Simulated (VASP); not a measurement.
Here is a VASP 6.6.1 calculation.

INCAR

```
PREC = Accurate
ENCUT = 520
EDIFF = 1E-7
ISMEAR = 0
SIGMA = 0.1
LREAL = False
LASPH = True
NELM = 60
ALGO = Normal
ISIF = 2
LWAVE = False
LCHARG = False
LDIPOL = True
IDIPOL = 3
DIPOL = 0.5 0.5 0.357
GGA = PE
NBANDS = 35
```

The input KPOINTS:

```
regular mesh
0
Gamma
  9 9 1
```

File POSCAR:

```
Ti3HN3
1.0
    3.0028555063      0.0000000000      0.0000000000
   -1.5014277532      2.6005491524      0.0000000000
    0.0000000000      0.0000000000     21.5541471692
N Ti H
3 3 1
Direct
    0.3333333333      0.6666666667      0.1855791356
    0.0000000000      0.0000000000      0.2993308528
    0.6666666667      0.3333333333      0.4147299344
    0.6666666667      0.3333333333      0.2424549943
    0.3333333333      0.6666666667      0.3575097830
    0.0000000000      0.0000000000      0.4664599852
    0.0000000000      0.3333333333      0.5331726876
```

Potentials or basis: VASP PAW PBE potentials, release 64 (N, Ti_sv, H).

Launch:

```console
$ cat potpaw_PBE.64/N/POTCAR potpaw_PBE.64/Ti_sv/POTCAR potpaw_PBE.64/H/POTCAR > POTCAR
$ mpirun -np 1 vasp_std > vasp.out
```

Q: Predict the largest force.

A: 5.475 eV/Å.

Q: Predict the band gap on the k mesh.

A: Zero (bands 26 and 27 overlap by 0.31 eV).

Forces on the atoms (eV/Å):
```
N    0.023  0.022  4.221
N   -0.003 -0.008  1.271
N   -0.085 -0.427 -0.018
Ti  -0.002 -0.009 -5.475
Ti  -0.002  0.008 -0.122
Ti   0.648 -0.684  0.119
H   -0.578  1.098  0.004
```
